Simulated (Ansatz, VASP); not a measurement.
## ZnS in VASP and in Ansatz

File INCAR:

```
  PREC = Accurate
  ENCUT = 520
  EDIFF = 1E-7
  ISMEAR = -5
  SIGMA = 0.1
  LREAL = False
  LASPH = True
  NELM = 100
  ALGO = Normal
  ISIF = 2
  LWAVE = False
  LCHARG = False
  GGA = PE
  NBANDS = 16
```

Contents of KPOINTS:

```
regular mesh
0
Gamma
  6 6 6
```

The input POSCAR:

```
ZnS
1.0
    3.1792338440      0.0000000000      0.0000000000
    0.0000000000      3.1792338440      0.0000000000
    0.0000000000      0.0000000000      3.1792338440
Zn S
1 1
Direct
    0.0000000000      0.0000000000      0.0000000000
    0.5000000000      0.5000000000      0.5000000000
```

Input for Ansatz:

```yaml
crystal:
  lattice:
    - [3.179233844, 0.0, 0.0]
    - [0.0, 3.179233844, 0.0]
    - [0.0, 0.0, 3.179233844]
  atoms:
    - { symbol: Zn, position: [0.0, 0.0, 0.0] }
    - { symbol: S, position: [0.5, 0.5, 0.5] }
kpoints:
  mp_grid: { grid: [6, 6, 6] }
hamiltonian:
  xc: pbe
scf:
  occupations: { method: tetrahedron }
  n_extra_bands: 4
output:
  forces: true
  stress: true
  eigenvalues: true
```

Alike in both runs: task single point; functional PBE; k mesh 6 × 6 × 6; occupations tetrahedron; no spin polarisation.

```csv
,VASP,Ansatz
version,VASP 6.6.1,Ansatz 0.2.0
potentials or method,"VASP PAW PBE potentials, release 64 (Zn, S)",plane waves
plane-wave cutoff (eV),520,420
valence electrons in the cell,18,18
```

Ansatz gave:

* pressure (GPa): 1.4

**Question.** What did VASP give for the same quantities?

**Answer.** Pressure (GPa): 1.5.

Ansatz's warnings: band table not solved further, tetrahedron derivatives may miss energy slope.
